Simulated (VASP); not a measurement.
# AgO2 in VASP: single point with PBE

Aim: the single point of AgO2 with PBE.

Everything below comes from runs of VASP 6.6.1. Logs are shortened: lines on timing, memory, paths and dates and some standing lists are left out, and cuts for length are marked.

### 1 The cell of the first run

The typed cell holds 12 atoms: a = 5.370 Å, b = 5.378 Å, c = 5.406 Å, α = 90.02°, β = 90.02°, γ = 90.01°.

### 2 Single point, PBE

INCAR reads:

```
PREC = Accurate
ENCUT = 520
EDIFF = 1E-6
ISMEAR = 0
SIGMA = 0.2
LREAL = F
LASPH = T
NELM = 80
ALGO = Normal
ISIF = 2
LWAVE = F
LCHARG = T
GGA = PE
LELF = T
LVHAR = T
NBANDS = 58
```

KPOINTS reads:

```
Automatic mesh
0
Gamma
  4 4 4
```

POSCAR reads:

```
AgO2
1.0
    5.3696037669     -0.0003718583     -0.0010199831
   -0.0001421918      5.3780004814     -0.0011804988
   -0.0009087517     -0.0010529331      5.4056727348
Ag O
4 8
Direct
    0.5000006811      0.4999619121     -0.0000131916
    0.0000218400      0.5000322193      0.5000151370
    0.0000002729      0.0000012884      0.0000310889
    0.5000201031      0.0000190909      0.4999836910
    0.9250906154      0.0748636156      0.5742033071
    0.0748855468      0.9251191184      0.4257654129
    0.5749109574      0.5748522760      0.5742673358
    0.4250435224      0.4251220349      0.4257571803
    0.5749727146      0.9252414093      0.0742271885
    0.4250492593      0.0747920402      0.9257469305
    0.0749315319      0.5748371566      0.9258368656
    0.9250729553      0.4251578384      0.0741790541
```

Potentials or basis: VASP PAW PBE potentials, release 64 (Ag, O).

Run with:

```
cat potpaw_PBE.64/Ag/POTCAR potpaw_PBE.64/O/POTCAR > POTCAR
mpirun -np 1 vasp_std > vasp.out
```

OUTCAR:

```text
PREC = Accurate
   ENCUT = 520
   EDIFF = 1E-6
   ISMEAR = 0
   LREAL = F
   LASPH = T
   NELM = 80
   ISIF = 2
   GGA = PE

 ion  position               nearest neighbor table
   1  0.500  0.500  1.000-  12 2.35  11 2.35  10 2.36   9 2.36   7 2.37   8 2.37
   2  0.000  0.500  0.500-   8 2.35   7 2.35   6 2.36   5 2.36  11 2.37  12 2.37
   3  0.000  0.000  0.000-   9 2.35  10 2.35  12 2.36  11 2.36   6 2.37   5 2.37
   4  0.500  0.000  0.500-   5 2.35   6 2.35   8 2.36   7 2.36   9 2.37  10 2.37
   5  0.925  0.075  0.574-   6 1.39   4 2.35   2 2.36   3 2.37
   6  0.075  0.925  0.426-   5 1.39   4 2.35   2 2.36   3 2.37
   7  0.575  0.575  0.574-   8 1.39   2 2.35   4 2.36   1 2.37
   8  0.425  0.425  0.426-   7 1.39   2 2.35   4 2.36   1 2.37
   9  0.575  0.925  0.074-  10 1.39   3 2.35   1 2.36   4 2.37
  10  0.425  0.075  0.926-   9 1.39   3 2.35   1 2.36   4 2.37
  11  0.075  0.575  0.926-  12 1.39   1 2.35   3 2.36   2 2.37
  12  0.925  0.425  0.074-  11 1.39   1 2.35   3 2.36   2 2.37

  LATTYP: Found a triclinic cell.
 ALAT       =     7.6179498267
 B/A-ratio  =     0.7048620690
 C/A-ratio  =     0.7059642995
 COS(alpha) =     0.0000956503
 COS(beta)  =     0.0003613946
 COS(gamma) =     0.7046079963

  Lattice vectors:

 A1 = (  -5.3686950152,   0.0014247914,  -5.4046527517)
 A2 = (  -5.3696037669,   0.0003718583,   0.0010199831)
 A3 = (  -0.0001421918,   5.3780004814,  -0.0011804988)

Analysis of symmetry for initial positions (statically):
=====================================================================
 Subroutine PRICEL returns:
 Original cell was already a primitive cell.

 Routine SETGRP: Setting up the symmetry group for a
 triclinic supercell.

 Subroutine GETGRP returns: Found  1 space group operations
 (whereof  1 operations were pure point group operations)
 out of a pool of  2 trial point group operations.

The static configuration has the point symmetry C_1 .

Analysis of symmetry for dynamics (positions and initial velocities):
=====================================================================
 Subroutine PRICEL returns:
 Original cell was already a primitive cell.

 Routine SETGRP: Setting up the symmetry group for a
 triclinic supercell.

 Subroutine GETGRP returns: Found  1 space group operations
 (whereof  1 operations were pure point group operations)
 out of a pool of  2 trial point group operations.

The dynamic configuration has the point symmetry C_1 .

 Subroutine INISYM returns: Found  1 space group operations
 (whereof  1 operations are pure point group operations),
 and found     1 'primitive' translations

----------------------------------------------------------------------------------------

                                     Primitive cell

  volume of cell :     156.1036

  direct lattice vectors                    reciprocal lattice vectors
     5.369603767 -0.000371858 -0.001019983     0.186233487  0.000004931  0.000031309
    -0.000142192  5.378000481 -0.001180499     0.000012884  0.185942721  0.000036221
    -0.000908752 -0.001052933  5.405672735     0.000035143  0.000040607  0.184990865

  length of vectors
     5.369603877  5.378000613  5.405672914     0.186233490  0.185942725  0.184990873

  position of ions in fractional coordinates (direct lattice)
     0.500000681  0.499961912  0.999986808
     0.000021840  0.500032219  0.500015137
     0.000000273  0.000001288  0.000031089
     0.500020103  0.000019091  0.499983691
     0.925090615  0.074863616  0.574203307
     0.074885547  0.925119118  0.425765413
     0.574910957  0.574852276  0.574267336
     0.425043522  0.425122035  0.425757180
     0.574972715  0.925241409  0.074227188
     0.425049259  0.074792040  0.925746930
     0.074931532  0.574837157  0.925836866
     0.925072955  0.425157838  0.074179054

  ion indices of the primitive-cell ions
   primitive index   ion index
                 1           1
                 2           2
                 3           3
                 4           4
                 5           5
                 6           6
                 7           7
                 8           8
                 9           9
                10          10
                11          11
                12          12

----------------------------------------------------------------------------------------

 KPOINTS: Automatic mesh

Automatic generation of k-mesh.
 Grid dimensions read from file:
 generate k-points for:    4    4    4

 Generating k-lattice:

  Cartesian coordinates                     Fractional coordinates (reciprocal lattice)
     0.046558372  0.000001233  0.000007827     0.250000000 -0.000000000  0.000000000
     0.000003221  0.046485680  0.000009055    -0.000000000  0.250000000  0.000000000
     0.000008786  0.000010152  0.046247716     0.000000000  0.000000000  0.250000000

  Length of vectors
     0.046558372  0.046485681  0.046247718

  Shift w.r.t. Gamma in fractional coordinates (k-lattice)
     0.000000000  0.000000000  0.000000000

 Subroutine IBZKPT returns following result:
 ===========================================

 Found     36 irreducible k-points:

 Following reciprocal coordinates:
            Coordinates               Weight
  0.000000  0.000000  0.000000      1.000000
  0.250000  0.000000 -0.000000      2.000000
  0.500000  0.000000 -0.000000      1.000000
 -0.000000  0.250000 -0.000000      2.000000
  0.250000  0.250000 -0.000000      2.000000
  0.500000  0.250000 -0.000000      2.000000
[... 16 lines left out ...]
  0.000000 -0.250000  0.250000      2.000000
  0.250000 -0.250000  0.250000      2.000000
 [... further k-points ...]
   k-points           NKPTS =     36   k-points in BZ     NKDIM =     36   number of bands    NBANDS=     58
   number of dos      NEDOS =    301   number of ions     NIONS =     12
   total plane-waves  NPLWV =  64000
   dimension x,y,z NGX =    40 NGY =   40 NGZ =   40
   dimension x,y,z NGXF=    80 NGYF=   80 NGZF=   80
   ions per type =               4   8
   NGX,Y,Z   is equivalent  to a cutoff of  12.38, 12.36, 12.30 a.u.
   NGXF,Y,Z  is equivalent  to a cutoff of  24.77, 24.73, 24.60 a.u.
 SYSTEM =  unknown system
   PREC   = accura    normal or accurate (medium, high low for compatibility)
   ISTART =      0    job   : 0-new  1-cont  2-samecut
   ICHARG =      2    charge: 1-file 2-atom 10-const
   ISPIN  =      1    spin polarized calculation?
   LNONCOLLINEAR =      F non collinear calculations
   LSORBIT =      F    spin-orbit coupling
   LASPH  =      T    aspherical Exc in radial PAW
   ENCUT  =  520.0 eV  38.22 Ry    6.18 a.u.   9.98 10.00 10.05*2*pi/ulx,y,z
   NELM   =     80;   NELMIN=  2; NELMDL= -5     # of ELM steps
   EDIFF  = 0.1E-05   stopping-criterion for ELM
   LREAL  =      F    real-space projection
   EDIFFG = 0.1E-04   stopping-criterion for IOM
   NSW    =      0    number of steps for IOM
   IBRION =     -1    ionic relax: 0-MD 1-quasi-New 2-CG
   NFREE  =      0    steps in history (QN), initial steepest desc. (CG)
   ISIF   =      2    stress and relaxation
   ISYM   =      2    0-nonsym 1-usesym 2-fastsym
   POTIM  = 0.5000    time-step for ionic-motion
   TEBEG  =    0.0;   TEEND  =   0.0 temperature during run
   PSTRESS=    0.0 pullay stress
   NELECT =      92.0000    total number of electrons
   NUPDOWN=      -1.0000    fix difference up-down
   EMIN   =  10.00;   EMAX   =-10.00  energy-range for DOS
   EFERMI =   0.00;   METHOD = LEGACY
   ISMEAR =     0;   SIGMA  =   0.20  broadening in eV -4-tet -1-fermi 0-gaus
   EFERMI_NEDOS =   21; number of points for ismear=-14 and -15
   IALGO  =     38    algorithm
   IMIX   =      4    mixing-type and parameters
     AMIX     =   0.40;   BMIX     =  1.00
     AMIX_MAG =   1.60;   BMIX_MAG =  1.00
  volume/ion in A,a.u.               =      13.01        87.79
  Fermi-wavevector in a.u.,A,eV,Ry     =   1.372566  2.593773 25.632518  1.883937
  Thomas-Fermi vector in A             =   2.498161
   LORBIT       =      0    0 simple, 1 ext, 2 COOP (PROOUT), +10 PAW based schemes
   GGA     = PE    functional components
   LHFCALC =     F    Hartree Fock is set to
   AEXX    =    0.0000 exact exchange contribution
   IVDW    =     0    specifies the selected vdW correction
   LEPSILON=     F    determine dielectric tensor
   LRPA    =     F    only Hartree local field effects (RPA)
 non-spin polarized calculation
 Gauss-broadening in eV      SIGMA  =   0.20
  energy-cutoff  :      520.00
  volume of cell :      156.10
 maximum number of plane-waves:      4227
   NGX = 19   NGY = 19   NGZ = 21

 number of electron      91.9999907 magnetization

 Free energy of the ion-electron system (eV)
  ---------------------------------------------------
  ext. energy  EPLUGINS =         0.00000000
  ---------------------------------------------------
  free energy    TOTEN  =       -50.26849837 eV

  energy without entropy =      -50.11510417  energy(sigma->0) =      -50.19180127

 E-fermi :   4.1906     XC(G=0): -10.5840

 val. band max:        4.1747165942   @ k =  -0.2500   0.2500  -0.0000
 cond. band min:       4.1969589486   @ k =  -0.2500   0.2500   0.2500
 fundamental gap:      0.0222423544
 Fermi energy:         4.1905521537

 k-point     1 :       0.0000    0.0000    0.0000
  band No.  band energies     occupation
      1     -19.0865      2.00000
      2     -18.9000      2.00000
      3     -18.8974      2.00000
      4     -18.8965      2.00000
      5     -11.1630      2.00000
      6     -11.1614      2.00000
[... 50 lines left out ...]
     57      12.8127      0.00000
     58      12.8606      0.00000

 k-point     2 :       0.2500    0.0000   -0.0000
  band No.  band energies     occupation
      1     -19.0526      2.00000
      2     -18.9180      2.00000
      3     -18.8927      2.00000
      4     -18.8909      2.00000
      5     -11.1907      2.00000
      6     -11.1883      2.00000
[... 1337 lines left out ...]
      2     -18.9031      2.00000
      3     -18.9018      2.00000
      4     -18.9013      2.00000
      5     -11.2324      2.00000
      6     -11.2319      2.00000
[... 50 lines left out ...]
     57      11.9903      0.00000
     58      11.9984      0.00000

 [... further k-points ...]

------------------------ aborting loop because EDIFF is reached ----------------------------------------

  FORCE on cell =-STRESS in cart. coord.  units (eV):
  Direction    XX          YY          ZZ          XY          YZ          ZX
  --------------------------------------------------------------------------------------
  -------------------------------------------------------------------------------------
  Total        0.3440555      0.3126902      0.2317135      0.0011103      0.0068460      0.0057720
  in kB        3.5312328      3.2093133      2.3782043      0.0113958      0.0702647      0.0592414
  external PRESSURE =       3.0395835 kB  Pullay stress =       0.0000000 kB

 VOLUME and BASIS-vectors are now :
 -----------------------------------------------------------------------------
  energy-cutoff  :      520.00
  volume of cell :      156.10
      direct lattice vectors                 reciprocal lattice vectors
     5.369603767 -0.000371858 -0.001019983     0.186233487  0.000004931  0.000031309
    -0.000142192  5.378000481 -0.001180499     0.000012884  0.185942721  0.000036221
    -0.000908752 -0.001052933  5.405672735     0.000035143  0.000040607  0.184990865

 POSITION                                       TOTAL-FORCE (eV/Angst)
 -----------------------------------------------------------------------------------
      2.68383      2.68756      5.40450         0.000147      0.001391      0.000609
     -0.00041      2.68865      2.70233        -0.001132     -0.001109     -0.000164
      0.00000      0.00001      0.00017         0.000301      0.000112     -0.001376
      2.68446     -0.00061      2.70224        -0.000666     -0.000927      0.000094
      4.96684      0.40167      3.10292        -0.169583      0.169505      0.169866
      0.40159      4.97481      2.30038         0.170531     -0.168593     -0.168800
      3.08644      3.09074      3.10304         0.170856      0.169595      0.168933
      2.28187      2.28570      2.30057        -0.169861     -0.168737     -0.169517
      3.08718      4.97566      0.39957         0.169436     -0.171493      0.168913
      2.28149      0.40110      5.00376        -0.170066      0.169925     -0.168849
      0.40143      3.09047      5.00402         0.170005      0.169372     -0.169608
      4.96715      2.28608      0.39954        -0.169969     -0.169042      0.169900
 -----------------------------------------------------------------------------------
    total drift:                               -0.000044      0.000042      0.000022

  FREE ENERGIE OF THE ION-ELECTRON SYSTEM (eV)
  ---------------------------------------------------
  free  energy   TOTEN  =       -50.2684983723 eV

  energy  without entropy=      -50.1151041651  energy(sigma->0) =      -50.19180127
```

Wall time 7 min (1 thread of Oxide Virtual Turin-like, shared host); peak memory 0.34 GiB.

Results:

| Quantity | Value |
| --- | --- |
| Free energy | -50.2685 eV |
| Pressure | 0.3 GPa |
| Largest force | 0.294 eV/Å |
| Band gap on the k mesh | zero (bands 46 and 47 overlap by 2.13 eV) |

Forces in eV/Å, atoms in the order of the input:
```
Ag   0.000  0.001  0.001
Ag  -0.001 -0.001  0.000
Ag   0.000  0.000 -0.001
Ag  -0.001 -0.001  0.000
O   -0.170  0.170  0.170
O    0.171 -0.169 -0.169
O    0.171  0.170  0.169
O   -0.170 -0.169 -0.170
O    0.169 -0.171  0.169
O   -0.170  0.170 -0.169
O    0.170  0.169 -0.170
O   -0.170 -0.169  0.170
```

Stress tensor (GPa, compression positive):
```
0.35 0.00 0.01
0.00 0.32 0.01
0.01 0.01 0.24
```

The gap in the log of VASP goes by the Fermi energy; the results here count the filled bands.